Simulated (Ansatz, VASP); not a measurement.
One calculation of PbS, two programs

The input INCAR:

```
ALGO = Normal
EDIFF = 1E-6
ENCUT = 520
GGA = PS
ISIF = 2
ISMEAR = 0
LASPH = True
LCHARG = False
LREAL = False
LWAVE = False
NBANDS = 17
NELM = 60
PREC = Accurate
SIGMA = 0.01
```

The input KPOINTS:

```
k-points
0
Gamma
  5 5 5
```

The input POSCAR:

```
PbS
1.0
    0.0000000000      2.9657500000      2.9657500000
    2.9657500000      0.0000000000      2.9657500000
    2.9657500000      2.9657500000      0.0000000000
Pb S
1 1
Direct
    0.0000000000      0.0000000000      0.0000000000
    0.5150000000      0.5000000000      0.5000000000
```

Input for Ansatz:

```yaml
crystal:
  lattice:
    - [0.0, 2.96575, 2.96575]
    - [2.96575, 0.0, 2.96575]
    - [2.96575, 2.96575, 0.0]
  atoms:
    - { symbol: Pb, position: [0.0, 0.0, 0.0] }
    - { symbol: S, position: [0.515, 0.5, 0.5] }
kpoints:
  mp_grid:
    grid: [5, 5, 5]
    shift: [0.0, 0.0, 0.0]
hamiltonian:
  xc: pbesol
scf:
  convergence:
    dr2_threshold: 1.0e-08
  occupations:
    method: fixed
output:
  forces: true
```

Alike in both runs: task single point; functional PBEsol; k mesh 5 × 5 × 5; no spin polarisation.

|  | VASP | Ansatz |
| --- | --- | --- |
| version | VASP 6.6.1 | Ansatz 0.2.0 |
| potentials or method | VASP PAW PBE potentials, release 64 (Pb_d, S) | plane waves, PAW |
| plane-wave cutoff (eV) | 520 | 420 |
| occupations | gaussian, width 0.01 eV | fixed |
| valence electrons in the cell | 20 | 20 |

|  | VASP | Ansatz | Ansatz less VASP |
| --- | --- | --- | --- |
| rms of the force components (eV/Å) | 0.011 | 0.011 | -0.0004 |

VASP's potentials were made for PBE, not for PBEsol. Atom by atom the forces differ by 0.000 eV/Å (rms over components).

Spin-orbit coupling is off throughout.
